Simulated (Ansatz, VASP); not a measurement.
**Mg4H: VASP beside Ansatz**

The input INCAR:

```
PREC = Accurate
ENCUT = 520
EDIFF = 1E-6
ISMEAR = 0
SIGMA = 0.1
LREAL = F
LASPH = T
NELM = 100
ALGO = Normal
ISIF = 2
LWAVE = F
LCHARG = T
LDIPOL = T
IDIPOL = 3
DIPOL = 0.5 0.5 0.297
GGA = PE
LELF = T
LVHAR = T
LVACPOTAV = T
NBANDS = 20
```

Contents of KPOINTS:

```
regular mesh
0
Gamma
  4 5 1
```

File POSCAR:

```
Mg4H
1.0
    6.4201385733      0.0000000000      0.0000000000
    0.0000000000      5.1379129567      0.0000000000
    0.0000000000      0.0000000000     21.6644777330
Mg H
8 2
Direct
    0.0000000000      0.7500000000      0.1846340378
    0.5000000000      0.7500000000      0.1846340378
    0.2500000000      0.2500000000      0.2274076137
    0.7500000000      0.2500000000      0.2274076137
    0.2500000000      0.7500000000      0.3173234500
    0.7500000000      0.7500000000      0.3173234500
    0.0000000000      0.2500000000      0.3537808678
    0.5000000000      0.2500000000      0.3537808678
    0.6915900458      0.0833333333      0.4040936431
    0.8084099542      0.0833333333      0.4040936431
```

Input for Ansatz:

```yaml
crystal:
  lattice:
    - [6.4201385733, 0.0, 0.0]
    - [0.0, 5.1379129567, 0.0]
    - [0.0, 0.0, 21.664477733]
  atoms:
    - { symbol: Mg, position: [0.0, 0.75, 0.1846340378] }
    - { symbol: Mg, position: [0.5, 0.75, 0.1846340378] }
    - { symbol: Mg, position: [0.25, 0.25, 0.2274076137] }
    - { symbol: Mg, position: [0.75, 0.25, 0.2274076137] }
    - { symbol: Mg, position: [0.25, 0.75, 0.31732345] }
    - { symbol: Mg, position: [0.75, 0.75, 0.31732345] }
    - { symbol: Mg, position: [0.0, 0.25, 0.3537808678] }
    - { symbol: Mg, position: [0.5, 0.25, 0.3537808678] }
    - { symbol: H, position: [0.6915900458, 0.0833333333, 0.4040936431] }
    - { symbol: H, position: [0.8084099542, 0.0833333333, 0.4040936431] }
basis:
  ecutwfc: 420
kpoints:
  mp_grid: { grid: [4, 5, 1] }
hamiltonian:
  xc: pbe
scf:
  occupations: { method: gaussian, width: 0.1 }
output:
  forces: true
  eigenvalues: true
efield:
  axis: 3
  dipole_correction: true
  ramp_width: 0.04
```

Alike in both runs: task single point; functional PBE; k mesh 4 × 5 × 1; occupations gaussian, width 0.1 eV; no spin polarisation.

|  | VASP | Ansatz |
| --- | --- | --- |
| version | VASP 6.6.1 | Ansatz 0.2.0 |
| potentials or method | VASP PAW PBE potentials, release 64 (Mg, H), cutoff 520 eV | scalar-relativistic, plane waves, PAW |
| valence electrons in the cell | 18 | 82 |

|  | VASP | Ansatz | Ansatz less VASP |
| --- | --- | --- | --- |
| gap on the k mesh at the Fermi level (eV) | none | none | - |
| rms of the force components (eV/Å) | 0.566 | 0.565 | -0.0015 |
| work function, face that differs most (eV) | 3.58 | 3.58 | -0.006 |

Atom by atom the forces differ by 0.003 eV/Å (rms over components). A gap of «none» marks a metal or a gap that the smearing closes. With one functional, cell and mesh, what is left measures potentials, basis and numerics. VASP's potentials hold 18 valence electrons a cell and Ansatz's 82, so a difference there can come from the potentials and not from the codes.
